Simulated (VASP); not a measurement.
# KF (Fm-3m) in VASP: a series of runs, part 2 of 2

VASP 6.6.1. The steps go on from the part before.

## 3. Single point, PBE

This run uses another cell than the first one, of 16.50 Å³/atom, 0.882 times its volume.

INCAR

```
ALGO = Normal ; EDIFF = 1E-6
ENCUT = 600 ; GGA = PE
GGA_COMPAT = False ; ISIF = 2
ISMEAR = 0 ; LASPH = True
LCHARG = False ; LREAL = False
LWAVE = False ; NBANDS = 15
NELM = 120 ; PREC = Accurate
SIGMA = 0.01
```

KPOINTS

```
k-points
0
Gamma
  2 2 2
```

POSCAR

```
KF
1.0
    0.0000000000      2.5456073932      2.5456073932
    2.5456073932      0.0000000000      2.5456073932
    2.5456073932      2.5456073932      0.0000000000
K F
1 1
Direct
    0.0000000000      0.0000000000      0.0000000000
    0.5000000000      0.5000000000      0.5000000000
```

Potentials or basis: VASP PAW PBE potentials, release 64 (K_sv, F).

Run with:

```console
cat potpaw_PBE.64/K_sv/POTCAR potpaw_PBE.64/F/POTCAR > POTCAR
mpirun -np 1 vasp_std > vasp.out
```

OUTCAR:

```text
EDIFF = 1E-6
   ENCUT = 600
   GGA = PE
   ISIF = 2
   ISMEAR = 0
   LASPH = True
   LREAL = False
   NELM = 120
   PREC = Accurate

 ion  position               nearest neighbor table
   1  0.000  0.000  0.000-   2 2.55   2 2.55   2 2.55   2 2.55   2 2.55   2 2.55
   2  0.500  0.500  0.500-   1 2.55   1 2.55   1 2.55   1 2.55   1 2.55   1 2.55

  LATTYP: Found a face centered cubic cell.
 ALAT       =     5.0912147864

  Lattice vectors:

 A1 = (   0.0000000000,   2.5456073932,   2.5456073932)
 A2 = (   2.5456073932,   0.0000000000,   2.5456073932)
 A3 = (   2.5456073932,   2.5456073932,   0.0000000000)

Analysis of symmetry for initial positions (statically):
=====================================================================
 Subroutine PRICEL returns:
 Original cell was already a primitive cell.

 Routine SETGRP: Setting up the symmetry group for a
 face centered cubic supercell.

 Subroutine GETGRP returns: Found 48 space group operations
 (whereof 48 operations were pure point group operations)
 out of a pool of 48 trial point group operations.

The static configuration has the point symmetry O_h .

Analysis of symmetry for dynamics (positions and initial velocities):
[... 154 lines left out ...]
      8      -2.3251      2.00000
      9       4.6493      0.00000
     10       8.7015      0.00000
     11       8.7015      0.00000
     12       8.7015      0.00000
     13      10.5797      0.00000
     14      10.5797      0.00000
[... 23 lines left out ...]
      2     -21.1273      2.00000
      3     -12.1273      2.00000
      4     -11.5846      2.00000
      5     -11.5846      2.00000
      6      -2.4319      2.00000
      7      -2.3376      2.00000
      8      -2.3376      2.00000
      9       5.9289      0.00000
     10       8.7854      0.00000
     11      10.6987      0.00000
     12      12.0328      0.00000
     13      12.7861      0.00000
     14      12.7861      0.00000
     15      15.1970      0.00000

------------------------ aborting loop because EDIFF is reached ----------------------------------------

  FORCE on cell =-STRESS in cart. coord.  units (eV):
  Direction    XX          YY          ZZ          XY          YZ          ZX
  --------------------------------------------------------------------------------------
  -------------------------------------------------------------------------------------
  Total        1.8370252      1.8370252      1.8370252      0.0000000      0.0000000     -0.0000000
  in kB       89.2116210     89.2116210     89.2116210      0.0000000      0.0000000     -0.0000000
  external PRESSURE =      89.2116210 kB  Pullay stress =       0.0000000 kB

 VOLUME and BASIS-vectors are now :
 -----------------------------------------------------------------------------
  energy-cutoff  :      600.00
  volume of cell :       32.99
      direct lattice vectors                 reciprocal lattice vectors
     0.000000000  2.545607393  2.545607393    -0.196416777  0.196416777  0.196416777
     2.545607393  0.000000000  2.545607393     0.196416777 -0.196416777  0.196416777
     2.545607393  2.545607393  0.000000000     0.196416777  0.196416777 -0.196416777

 POSITION                                       TOTAL-FORCE (eV/Angst)
 -----------------------------------------------------------------------------------
      0.00000      0.00000      0.00000        -0.000000     -0.000000      0.000000
      2.54561      2.54561      2.54561         0.000000      0.000000     -0.000000
 -----------------------------------------------------------------------------------
    total drift:                                0.000000      0.000000      0.000000

  FREE ENERGIE OF THE ION-ELECTRON SYSTEM (eV)
  ---------------------------------------------------
  free  energy   TOTEN  =        -8.1100414427 eV

  energy  without entropy=       -8.1100414427  energy(sigma->0) =       -8.11004144
```

OSZICAR:

```text
N       E                     dE             d eps       ncg     rms          rms(c)
DAV:   1     0.132426392748E+03    0.13243E+03   -0.94473E+03    90   0.121E+03
DAV:   2    -0.420281856540E+01   -0.13663E+03   -0.12322E+03   118   0.320E+02
DAV:   3    -0.909908044120E+01   -0.48963E+01   -0.48510E+01   111   0.526E+01
DAV:   4    -0.935670572489E+01   -0.25763E+00   -0.25760E+00   135   0.108E+01
DAV:   5    -0.935853819015E+01   -0.18325E-02   -0.18324E-02   104   0.111E+00    0.671E+00
DAV:   6    -0.813188783065E+01    0.12267E+01   -0.36186E+00   104   0.158E+01    0.471E+00
DAV:   7    -0.811047296457E+01    0.21415E-01   -0.59545E-02   104   0.200E+00    0.291E+00
DAV:   8    -0.810899706828E+01    0.14759E-02   -0.47244E-02    97   0.226E+00    0.243E-01
DAV:   9    -0.810948082287E+01   -0.48375E-03   -0.40681E-03   125   0.543E-01    0.102E-01
DAV:  10    -0.810995270028E+01   -0.47188E-03   -0.46143E-04    97   0.208E-01    0.477E-02
DAV:  11    -0.811004168515E+01   -0.88985E-04   -0.13668E-04   104   0.981E-02    0.159E-02
DAV:  12    -0.811004181618E+01   -0.13103E-06   -0.11205E-05   111   0.348E-02    0.508E-03
DAV:  13    -0.811004144266E+01    0.37352E-06   -0.17901E-06    96   0.130E-02
   1 F= -.81100414E+01 E0= -.81100414E+01  d E =-.112174E-28
```

stdout:

```text
POSCAR found type information on POSCAR K F
 POSCAR found :  2 types and       2 ions
 scaLAPACK will be used
 LDA part: xc-table for (Slater+PW92), standard interpolation
 POSCAR, INCAR and KPOINTS ok, starting setup
 FFT: planning ... GRIDC
 FFT: planning ... GRID_SOFT
 FFT: planning ... GRID
 WAVECAR not read
 entering main loop
```

Wall time 8.5 s (1 thread of Intel Xeon 8259CL, shared host); peak memory 0.16 GiB.

What came out:

```yaml
Free_energy: -8.1100 eV
Pressure: 8.9 GPa
Band_gap_on_the_k_mesh: 6.97 eV, direct
```

Levels at points of the mesh, in eV from the valence-band top:
| k point | band 4 | band 5 | band 6 | band 7 | band 8 | band 9 | band 10 | band 11 | band 12 | band 13 |
| --- | --- | --- | --- | --- | --- | --- | --- | --- | --- | --- |
| (0.00, 0.00, 0.00) | -8.93 | -8.93 | 0.00 | 0.00 | 0.00 | 6.97 | 11.03 | 11.03 | 11.03 | 12.90 |
| (0.50, 0.00, 0.00) | -8.97 | -8.97 | -0.97 | -0.49 | -0.49 | 9.65 | 11.73 | 12.74 | 12.74 | 15.25 |
| (0.50, 0.50, 0.00) | -9.26 | -9.26 | -0.11 | -0.01 | -0.01 | 8.25 | 11.11 | 13.02 | 14.36 | 15.11 |

Caveat: the k points lie up to 1.07 Å⁻¹ apart.

## 4. Single point, PBE

INCAR

```
SYSTEM = KF
PREC = Accurate
ENCUT = 600
EDIFF = 1E-6
ISMEAR = -1
SIGMA = 0.13605693122994
LREAL = .False.
LASPH = .True.
NELM = 120
ALGO = Normal
ISIF = 2
LWAVE = .False.
LCHARG = .False.
GGA = PE
NBANDS = 15
GGA_COMPAT = .False.
```

KPOINTS

```
regular mesh
0
Gamma
  2 2 2
  0 0 0
```

POSCAR

```
KF
1.0
    0.0000000000      2.6544134050      2.6544134050
    2.6544134050      0.0000000000      2.6544134050
    2.6544134050      2.6544134050      0.0000000000
K F
1 1
Direct
    0.0000000000      0.0000000000      0.0000000000
    0.5000000000      0.5000000000      0.5000000000
```

Run with:

```console
cat potpaw_PBE.64/K_sv/POTCAR potpaw_PBE.64/F/POTCAR > POTCAR
mpirun -np 1 vasp_std > vasp.out
```

Wall time 8.6 s (1 thread of Intel Xeon 8259CL, shared host); peak memory 0.16 GiB.

The run converged. Its results:

- Free energy: -8.2596 eV
- Pressure: 2.2 GPa
- Band gap on the k mesh: 6.25 eV, direct

Levels at points of the mesh, in eV from the valence-band top:
```csv
k point,band 4,band 5,band 6,band 7,band 8,band 9,band 10,band 11,band 12,band 13
"(0.00, 0.00, 0.00)",-9.36,-9.36,0.00,0.00,0.00,6.25,10.70,10.70,10.70,12.40
"(0.50, 0.00, 0.00)",-9.40,-9.40,-0.82,-0.36,-0.36,9.13,10.73,12.13,12.13,14.40
"(0.50, 0.50, 0.00)",-9.58,-9.58,-0.20,-0.05,-0.05,8.19,10.38,11.95,13.68,14.31
```

Caveat: the k points lie up to 1.02 Å⁻¹ apart. PBE gaps usually lie below the measured ones, often by a third to a half.

## 5. Summary

```tsv
level	spin	fixed moment (μB)	cell	k mesh	cutoff (eV)	smearing	gap on the mesh (eV)	pressure (GPa)
revPBE	collinear, ferromagnetic start	6.0	a = 3.754 Å, angles 60.0°, 2 atoms	2 × 2 × 2, shifted	520	gaussian 0.1 eV	-	26.1
PBE	off	-	a = 3.600 Å, angles 60.0°, 2 atoms	2 × 2 × 2	600	gaussian 0.01 eV	6.97	8.9
PBE	off	-	a = 3.754 Å, angles 60.0°, 2 atoms	2 × 2 × 2	600	fermi-dirac 0.136057 eV	6.25	2.2
```

Alike in all rows: task single point; potentials or basis VASP PAW PBE potentials, release 64 (K_sv, F).

Caveats: all runs use coarse meshes; the moment is held away from its start (some runs); the PAW data sets were made with another functional, which shifts forces and pressure a little (some runs); the total moment is fixed, so each spin has its own Fermi level (some runs).

Total energies depend on the potentials used, so only differences within one code and one set of settings carry meaning.
